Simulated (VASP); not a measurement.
Set up this calculation in VASP 6.6.1, as the native input.

```
Task                   : single point
Functional             : PBEsol
Potentials or basis    : VASP PAW PBE potentials, release 64 (Sn_d, Ge_d, O)
Cutoff                 : 520 eV
k mesh                 : 6 × 6 × 2
Occupations            : fermi-dirac, width 0.05 eV
Spin                   : no spin polarisation
Dipole correction      : no
Further INCAR settings : ALGO = Normal; EDIFF = 1e-07; NBANDS = 39
```

The structure of SnGe2O3 lies in POSCAR:

```
SnGe2O3
1.0
    3.0402546657      0.0003780783      0.0007230668
   -1.5204224374      2.6232968131     -0.2299873761
   -0.0020249388     -0.7602806054     11.2503931550
Sn Ge O
1 2 3
Direct
   -0.3714560257     -0.3711662002     -0.0080095630
    0.1896705628      0.7509645039      0.6730379439
    1.0675770872      0.5070981070      0.3121999105
    0.7019423200      0.7757511763      0.2139812464
    0.5530183317      0.4776894819      0.7640495329
   -0.1704088180      0.0307804844      0.5919597000
```

These files were run (other wordings do the same):

INCAR

```
SYSTEM = SnGe2O3
PREC = Accurate ; ENCUT = 520
EDIFF = 1E-7 ; ISMEAR = -1
SIGMA = 0.05 ; LREAL = .FALSE.
LASPH = .TRUE. ; NELM = 80
ALGO = Normal ; ISIF = 2
LWAVE = .FALSE. ; LCHARG = .FALSE.
GGA = PS ; NBANDS = 39
```

KPOINTS

```
regular mesh
0
G
  6 6 2
  0 0 0
```

Potentials or basis: VASP PAW PBE potentials, release 64 (Sn_d, Ge_d, O).

Launch:

```console
$ cat potpaw_PBE.64/Sn_d/POTCAR potpaw_PBE.64/Ge_d/POTCAR potpaw_PBE.64/O/POTCAR > POTCAR
$ mpirun -np 1 vasp_std > vasp.out
```

It gave:

| Item | Value |
| --- | --- |
| Pressure | 0.2 GPa |
| Largest force | 0.049 eV/Å |
| Band gap on the k mesh | zero (bands 30 and 31 overlap by 2.53 eV) |

Caveat: the k points lie up to 0.40 Å⁻¹ apart, too coarse for converged energies and pressures of a metal; the PAW data sets were made with another functional, which shifts forces and pressure a little; spin-orbit coupling is left out, which moves the levels of the heavy elements.

Run time: 4.2 min on 1 thread of Oxide Virtual Turin-like Processor (shared host), peak memory 0.25 GiB.
